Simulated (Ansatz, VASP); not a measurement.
## Two plane-wave programs on Al2O3

```
Al O
1.0
     2.40428    1.38811    4.37494
    -2.40428    1.38811    4.37494
     0.00000   -2.77623    4.37494
Al O
4 6
Direct
  0.14788 0.14788 0.14788
  0.35212 0.35212 0.35212
  0.64788 0.64788 0.64788
  0.85212 0.85212 0.85212
  0.94384 0.55616 0.25000
  0.44384 0.75000 0.05616
  0.55616 0.25000 0.94384
  0.25000 0.94384 0.55616
  0.75000 0.05616 0.44384
  0.05616 0.44384 0.75000
```

Alike in both runs: functional PBE; k mesh 6 × 6 × 6; occupations gaussian, width 0.02 eV; no spin polarisation.

Ansatz relaxed the structure, and its values are those at the end. VASP's run is a single point on that final structure, the one shown.

|  | VASP | Ansatz |
| --- | --- | --- |
| version | VASP 6.6.1 | Ansatz 0.2.0 |
| potentials or method | VASP PAW PBE potentials, release 64 (Al, O), cutoff 520 eV | scalar-relativistic, plane waves, PAW |
| valence electrons in the cell | 48 | 48 |

```csv
,VASP,Ansatz,Ansatz less VASP
gap on the k mesh at the Fermi level (eV),5.85,5.85,+0.004
least direct gap on the mesh (eV),5.85,5.85,+0.004
pressure (GPa),-0.2,0.0,+0.16
```

Ansatz's warnings: structure snapped to symmetry.
